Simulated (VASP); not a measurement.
A run of VASP 6.6.1 is set up as follows.

INCAR

```
SYSTEM = Ti
PREC = Accurate ; ENCUT = 520
EDIFF = 1E-6 ; ISMEAR = 0
SIGMA = 0.15 ; LREAL = .False.
LASPH = .True. ; NELM = 100
ALGO = Fast ; ISIF = 2
LWAVE = .False. ; LCHARG = .False.
GGA = PE ; NBANDS = 12
```

File KPOINTS:

```
regular mesh
0
Gamma
  20 20 20
  0 0 0
```

The input POSCAR:

```
Ti
1.0
    0.0000000000      2.3665164302      1.7377330147
    2.3665164302      0.0000000000      1.7377330147
    2.3665164302      2.3665164302      0.0000000000
Ti
1
Direct
    0.0000000000      0.0000000000      0.0000000000
```

Potentials or basis: VASP PAW PBE potentials, release 64 (Ti_sv).

Command:

```console
$ cat potpaw_PBE.64/Ti_sv/POTCAR > POTCAR
$ mpirun -np 1 vasp_std > vasp.out
```

Problem. Estimate the pressure.

Solution. -10.4 GPa.

Problem. Predict the band gap on the k mesh.

Solution. Zero (band 6 reaches 7.82 eV, above the bottom of band 7 at 6.41 eV).

Stress tensor (GPa, compression positive):
```
-10.71   0.00   0.00
  0.00 -10.71   0.00
  0.00   0.00  -9.73
```
